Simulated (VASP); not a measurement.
# C in VASP: single point with LDA

Aim: the single point of C with LDA.

All numbers are computed with VASP 6.6.1; they aren't measurements. Logs are shortened: lines on timing, memory, paths and dates and some standing lists are left out, and cuts for length are marked.

## (1) The cell of the first run

The cell holds a slab with vacuum, 10 atoms: a = 3.601 Å, b = 4.234 Å, c = 18.889 Å, α = 90.00°, β = 90.00°, γ = 113.08°.

## (2) Single point, LDA

Input file INCAR:

```
PREC = Accurate ; ENCUT = 520
EDIFF = 1E-7 ; ISMEAR = 0
SIGMA = 0.05 ; LREAL = False
LASPH = True ; NELM = 80
ALGO = Normal ; ISIF = 2
LWAVE = False ; LCHARG = False
LDIPOL = True ; IDIPOL = 3
DIPOL = 0.5 0.5 0.499 ; NBANDS = 31
```

Input file KPOINTS:

```
regular mesh
0
Gamma
  8 7 1
```

Input file POSCAR:

```
C
1.0
    3.6007758780      0.0000000000      0.0000000000
   -1.6597065490      3.8953906210      0.0000000000
    0.0000000000      0.0000000000     18.8892663280
C
10
Direct
    0.5002258020      0.3334086007      0.3705808303
    0.4997741980      0.6665913993      0.3705808303
    0.5002258020      0.8334086007      0.4352904152
    0.4997741980      0.1665913993      0.4352904152
    0.5000916110      0.3353041227      0.4999557961
    0.4999083890      0.6646958773      0.4999557961
    0.5001245190      0.8366737309      0.5648889304
    0.4998754810      0.1633262691      0.5648889304
    0.5003807576      0.3543365541      0.6242531086
    0.4996192424      0.6456634459      0.6242531086
```

Potentials or basis: VASP PAW LDA potentials, release 64 (C).

Started as:

```console
> cat potpaw_LDA.64/C/POTCAR > POTCAR
> mpirun -np 1 vasp_std > vasp.out
```

OUTCAR:

```text
PREC = Accurate
   ENCUT = 520
   EDIFF = 1E-7
   ISMEAR = 0
   LREAL = False
   LASPH = True
   NELM = 80
   ISIF = 2

 ion  position               nearest neighbor table
   1  0.500  0.333  0.371-   2 1.41   4 1.41
   2  0.500  0.667  0.371-   1 1.41   3 1.41
   3  0.500  0.833  0.435-   4 1.41   2 1.41   6 1.41
   4  0.500  0.167  0.435-   3 1.41   1 1.41   5 1.41
   5  0.500  0.335  0.500-   6 1.39   4 1.41   8 1.43
   6  0.500  0.665  0.500-   5 1.39   3 1.41   7 1.43
   7  0.500  0.837  0.565-  10 1.38   8 1.38   6 1.43
   8  0.500  0.163  0.565-   9 1.38   7 1.38   5 1.43
   9  0.500  0.354  0.624-  10 1.23   8 1.38
  10  0.500  0.646  0.624-   9 1.23   7 1.38

  LATTYP: Found a simple monoclinic cell.
 ALAT       =     3.6007758780
 B/A-ratio  =     5.2458878220
 C/A-ratio  =     1.1759212429
 COS(beta)  =    -0.3919737476

  Lattice vectors:

 A1 = (   3.6007758780,   0.0000000000,   0.0000000000)
 A2 = (   0.0000000000,   0.0000000000, -18.8892663280)
 A3 = (  -1.6597065490,   3.8953906210,   0.0000000000)

Analysis of symmetry for initial positions (statically):
=====================================================================
 Subroutine PRICEL returns:
 Original cell was already a primitive cell.

 Routine SETGRP: Setting up the symmetry group for a
 simple monoclinic supercell.

 Subroutine GETGRP returns: Found  2 space group operations
 (whereof  2 operations were pure point group operations)
 out of a pool of  4 trial point group operations.

The static configuration has the point symmetry C_2 .

Analysis of symmetry for dynamics (positions and initial velocities):
=====================================================================
 Subroutine PRICEL returns:
 Original cell was already a primitive cell.

 Routine SETGRP: Setting up the symmetry group for a
 simple monoclinic supercell.

 Subroutine GETGRP returns: Found  2 space group operations
 (whereof  2 operations were pure point group operations)
 out of a pool of  4 trial point group operations.

The dynamic configuration has the point symmetry C_2 .

 Subroutine INISYM returns: Found  2 space group operations
 (whereof  2 operations are pure point group operations),
 and found     1 'primitive' translations

----------------------------------------------------------------------------------------

                                     Primitive cell

  volume of cell :     264.9489

  direct lattice vectors                    reciprocal lattice vectors
     3.600775878  0.000000000  0.000000000     0.277717924  0.118327095  0.000000000
    -1.659706549  3.895390621  0.000000000     0.000000000  0.256713664  0.000000000
     0.000000000  0.000000000 18.889266328     0.000000000  0.000000000  0.052940119

  length of vectors
     3.600775878  4.234228846 18.889266328     0.301875051  0.256713664  0.052940119

  position of ions in fractional coordinates (direct lattice)
     0.500225802  0.333408601  0.370580830
     0.499774198  0.666591399  0.370580830
     0.500225802  0.833408601  0.435290415
     0.499774198  0.166591399  0.435290415
     0.500091611  0.335304123  0.499955796
     0.499908389  0.664695877  0.499955796
     0.500124519  0.836673731  0.564888930
     0.499875481  0.163326269  0.564888930
     0.500380758  0.354336554  0.624253109
     0.499619242  0.645663446  0.624253109

  ion indices of the primitive-cell ions
   primitive index   ion index
                 1           1
                 2           2
                 3           3
                 4           4
                 5           5
                 6           6
                 7           7
                 8           8
                 9           9
                10          10

----------------------------------------------------------------------------------------

 KPOINTS: regular mesh

Automatic generation of k-mesh.
 Grid dimensions read from file:
 generate k-points for:    8    7    1

 Generating k-lattice:

  Cartesian coordinates                     Fractional coordinates (reciprocal lattice)
     0.034714740  0.014790887  0.000000000     0.125000000 -0.000000000  0.000000000
     0.000000000  0.036673381  0.000000000     0.000000000  0.142857143  0.000000000
     0.000000000  0.000000000  0.052940119     0.000000000  0.000000000  1.000000000

  Length of vectors
     0.037734381  0.036673381  0.052940119

  Shift w.r.t. Gamma in fractional coordinates (k-lattice)
     0.000000000  0.000000000  0.000000000

 Subroutine IBZKPT returns following result:
 ===========================================

 Found     29 irreducible k-points:

 Following reciprocal coordinates:
            Coordinates               Weight
  0.000000  0.000000  0.000000      1.000000
  0.125000  0.000000  0.000000      2.000000
  0.250000  0.000000  0.000000      2.000000
  0.375000  0.000000  0.000000      2.000000
  0.500000  0.000000  0.000000      1.000000
  0.000000  0.142857  0.000000      2.000000
[... 16 lines left out ...]
  0.125000  0.428571  0.000000      2.000000
  0.250000  0.428571  0.000000      2.000000
 [... further k-points ...]
   k-points           NKPTS =     29   k-points in BZ     NKDIM =     29   number of bands    NBANDS=     31
   number of dos      NEDOS =    301   number of ions     NIONS =     10
   total plane-waves  NPLWV = 125440
   dimension x,y,z NGX =    28 NGY =   32 NGZ =  140
   dimension x,y,z NGXF=    56 NGYF=   64 NGZF=  280
   ions per type =              10
   NGX,Y,Z   is equivalent  to a cutoff of  12.93, 12.56, 12.32 a.u.
   NGXF,Y,Z  is equivalent  to a cutoff of  25.85, 25.13, 24.64 a.u.
 SYSTEM =  unknown system
   PREC   = accura    normal or accurate (medium, high low for compatibility)
   ISTART =      0    job   : 0-new  1-cont  2-samecut
   ICHARG =      2    charge: 1-file 2-atom 10-const
   ISPIN  =      1    spin polarized calculation?
   LNONCOLLINEAR =      F non collinear calculations
   LSORBIT =      F    spin-orbit coupling
   LASPH  =      T    aspherical Exc in radial PAW
   ENCUT  =  520.0 eV  38.22 Ry    6.18 a.u.   6.70  7.87 35.12*2*pi/ulx,y,z
   NELM   =     80;   NELMIN=  2; NELMDL= -5     # of ELM steps
   EDIFF  = 0.1E-06   stopping-criterion for ELM
   LREAL  =      F    real-space projection
   EDIFFG = 0.1E-05   stopping-criterion for IOM
   NSW    =      0    number of steps for IOM
   IBRION =     -1    ionic relax: 0-MD 1-quasi-New 2-CG
   NFREE  =      0    steps in history (QN), initial steepest desc. (CG)
   ISIF   =      2    stress and relaxation
   ISYM   =      2    0-nonsym 1-usesym 2-fastsym
   POTIM  = 0.5000    time-step for ionic-motion
   TEBEG  =    0.0;   TEEND  =   0.0 temperature during run
   PSTRESS=    0.0 pullay stress
   NELECT =      40.0000    total number of electrons
   NUPDOWN=      -1.0000    fix difference up-down
   EMIN   =  10.00;   EMAX   =-10.00  energy-range for DOS
   EFERMI =   0.00;   METHOD = LEGACY
   ISMEAR =     0;   SIGMA  =   0.05  broadening in eV -4-tet -1-fermi 0-gaus
   EFERMI_NEDOS =   21; number of points for ismear=-14 and -15
   IALGO  =     38    algorithm
   IMIX   =      4    mixing-type and parameters
     AMIX     =   0.40;   BMIX     =  1.00
     AMIX_MAG =   1.60;   BMIX_MAG =  1.00
  volume/ion in A,a.u.               =      26.49       178.80
  Fermi-wavevector in a.u.,A,eV,Ry     =   0.871714  1.647301 10.338871  0.759886
  Thomas-Fermi vector in A             =   1.990861
   LORBIT       =      0    0 simple, 1 ext, 2 COOP (PROOUT), +10 PAW based schemes
   GGA     = CA    functional components
   LHFCALC =     F    Hartree Fock is set to
   AEXX    =    0.0000 exact exchange contribution
   IVDW    =     0    specifies the selected vdW correction
   LEPSILON=     F    determine dielectric tensor
   LRPA    =     F    only Hartree local field effects (RPA)
 non-spin polarized calculation
 Gauss-broadening in eV      SIGMA  =   0.05
  energy-cutoff  :      520.00
  volume of cell :      264.95
 maximum number of plane-waves:      7178
   NGX = 13   NGY = 15   NGZ = 71

 dipolmoment           0.000000      0.000000      0.049448 electrons x Angstroem

 number of electron      40.0000002 magnetization

 dipolmoment           0.000000      0.000000     -0.069690 electrons x Angstroem

 Free energy of the ion-electron system (eV)
  ---------------------------------------------------
  ext. energy  EPLUGINS =         0.00000000
  ---------------------------------------------------
  free energy    TOTEN  =       -90.73152635 eV

  energy without entropy =      -90.72846682  energy(sigma->0) =      -90.72999659

 E-fermi :  -2.8517     XC(G=0):  -4.4634

 val. band max:       -2.8652513902   @ k =   0.5000   0.0000   0.0000
 cond. band min:      -2.8436320101   @ k =   0.3750   0.4286   0.0000
 fundamental gap:      0.0216193801
 Fermi energy:        -2.8517262428

 k-point     1 :       0.0000    0.0000    0.0000
  band No.  band energies     occupation
      1     -21.5831      2.00000
      2     -19.7153      2.00000
      3     -16.9590      2.00000
      4     -16.0192      2.00000
      5     -15.5296      2.00000
      6     -14.6388      2.00000
[... 23 lines left out ...]
     30       4.3072      0.00000
     31       4.7234      0.00000

 k-point     2 :       0.1250    0.0000    0.0000
  band No.  band energies     occupation
      1     -21.5379      2.00000
      2     -19.6738      2.00000
      3     -16.9269      2.00000
      4     -16.0434      2.00000
      5     -15.5276      2.00000
      6     -14.6409      2.00000
[... 740 lines left out ...]
 k-point    24 :       0.2500    0.4286    0.0000
  band No.  band energies     occupation
      1     -20.2700      2.00000
      2     -19.6498      2.00000
      3     -18.4915      2.00000
      4     -17.7826      2.00000
      5     -16.0758      2.00000
      6     -14.1130      2.00000
[... 23 lines left out ...]
     30       5.9660      0.00000
     31       5.9889      0.00000

 [... further k-points ...]

------------------------ aborting loop because EDIFF is reached ----------------------------------------

 vacuum level on the upper side and lower side of the slab       (xc-potential included)        -0.448         0.425

  FORCE on cell =-STRESS in cart. coord.  units (eV):
  Direction    XX          YY          ZZ          XY          YZ          ZX
  --------------------------------------------------------------------------------------
  -------------------------------------------------------------------------------------
  Total       -0.2514121     -1.2491533     -2.3461962      0.3639434      0.0000000      0.0000000
  in kB       -1.5203184     -7.5537761    -14.1877236      2.2008082      0.0000000      0.0000000
  external PRESSURE =      -7.7539394 kB  Pullay stress =       0.0000000 kB

 VOLUME and BASIS-vectors are now :
 -----------------------------------------------------------------------------
  energy-cutoff  :      520.00
  volume of cell :      264.95
      direct lattice vectors                 reciprocal lattice vectors
     3.600775878  0.000000000  0.000000000     0.277717924  0.118327095  0.000000000
    -1.659706549  3.895390621  0.000000000     0.000000000  0.256713664  0.000000000
     0.000000000  0.000000000 18.889266328     0.000000000  0.000000000  0.052940119

 POSITION                                       TOTAL-FORCE (eV/Angst)
 -----------------------------------------------------------------------------------
      1.24784      1.29876      7.00000        -2.714802      6.330479      1.122307
      0.69323      2.59663      7.00000         2.714802     -6.330479      1.122307
      0.41799      3.24645      8.22232        -0.175060      0.410601     -1.195590
      1.52308      0.64894      8.22232         0.175060     -0.410601     -1.195590
      1.24421      1.30614      9.44380         0.003363     -0.007011      0.002709
      0.69686      2.58925      9.44380        -0.003363      0.007011      0.002709
      0.41220      3.25917     10.67034        -0.012922      0.028667      0.012661
      1.52887      0.63622     10.67034         0.012922     -0.028667      0.012661
      1.21366      1.38028     11.79168         0.030246     -0.066412      0.057912
      0.72741      2.51511     11.79168        -0.030246      0.066412      0.057912
 -----------------------------------------------------------------------------------
    total drift:                                0.000000      0.000000      0.000262

  FREE ENERGIE OF THE ION-ELECTRON SYSTEM (eV)
  ---------------------------------------------------
  free  energy   TOTEN  =       -90.7315263512 eV

  energy  without entropy=      -90.7284668223  energy(sigma->0) =      -90.72999659

 vacuum level on the upper side and lower side of the slab         2.938         3.837
```

It took 5.3 min on 1 thread of Intel Xeon Platinum 8488C (Sapphire Rapids), shared host; peak memory 0.35 GiB.

What came out:

| Quantity | Value |
| --- | --- |
| Free energy | -90.7315 eV |
| Largest force | 6.979 eV/Å |
| Band gap on the k mesh | zero (band 20 reaches -2.31 eV, above the bottom of band 21 at -2.96 eV) |

Forces in eV/Å, atoms in the order of the input:
```
C   -2.715  6.330  1.122
C    2.715 -6.330  1.122
C   -0.175  0.411 -1.196
C    0.175 -0.411 -1.196
C    0.003 -0.007  0.003
C   -0.003  0.007  0.003
C   -0.013  0.029  0.013
C    0.013 -0.029  0.013
C    0.030 -0.066  0.058
C   -0.030  0.066  0.058
```
